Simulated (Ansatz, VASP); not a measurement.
Two plane-wave programs on GdN

```
CELL_PARAMETERS angstrom
0.00000 2.44623 2.44623
2.44623 0.00000 2.44623
2.44623 2.44623 0.00000
ATOMIC_POSITIONS crystal
Gd 0.50000 0.50000 0.50000
N 0.00000 0.00000 0.00000
```

Alike in both runs: task single point; functional PBE; k mesh 12 × 12 × 12; occupations gaussian, width 0.05 eV; collinear spin.

|  | VASP | Ansatz |
| --- | --- | --- |
| version | VASP 6.6.1 | Ansatz 0.2.0 |
| potentials or method | VASP PAW PBE potentials, release 64 (Gd, N), cutoff 520 eV | scalar-relativistic, plane waves, PAW |
| valence electrons in the cell | 23 | 23 |

```csv
,VASP,Ansatz,Ansatz less VASP
gap on the k mesh at the Fermi level (eV),none,none,-
pressure (GPa),9.4,9.1,-0.21
net moment per atom (μB),3.50,3.50,0.000
size of the moment on the site where the two differ most (μB),6.80,6.85,+0.043
```

Site moments also hang on the region over which each program counts them. A gap of «none» marks a metal or a gap that the smearing closes.

Spin-orbit coupling is off throughout.
